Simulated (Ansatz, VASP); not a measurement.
Two plane-wave programs on Mg4H

```
CELL_PARAMETERS angstrom
6.42014 0.00000 0.00000
0.00000 5.13791 0.00000
0.00000 0.00000 21.66448
ATOMIC_POSITIONS crystal
Mg 0.00000 0.75000 0.18463
Mg 0.50000 0.75000 0.18463
Mg 0.25000 0.25000 0.22741
Mg 0.75000 0.25000 0.22741
Mg 0.25000 0.75000 0.31732
Mg 0.75000 0.75000 0.31732
Mg 0.00000 0.25000 0.35378
Mg 0.50000 0.25000 0.35378
H 0.69159 0.08333 0.44841
H 0.80841 0.08333 0.44841
```

Alike in both runs: task single point; functional PBE; k mesh 4 × 5 × 1; occupations gaussian, width 0.1 eV; no spin polarisation.

|  | VASP | Ansatz |
| --- | --- | --- |
| version | VASP 6.6.1 | Ansatz 0.2.0 |
| potentials or method | VASP PAW PBE potentials, release 64 (Mg, H), cutoff 520 eV | scalar-relativistic, plane waves, PAW |
| valence electrons in the cell | 18 | 82 |

|  | VASP | Ansatz | Ansatz less VASP |
| --- | --- | --- | --- |
| gap on the k mesh at the Fermi level (eV) | none | none | - |
| rms of the force components (eV/Å) | 0.158 | 0.158 | -0.0002 |
| work function, face that differs most (eV) | 3.69 | 3.69 | -0.005 |

Atom by atom the forces differ by 0.004 eV/Å (rms over components). A gap of «none» marks a metal or a gap that the smearing closes. VASP's potentials hold 18 valence electrons a cell and Ansatz's 82, so a difference there can come from the potentials and not from the codes.
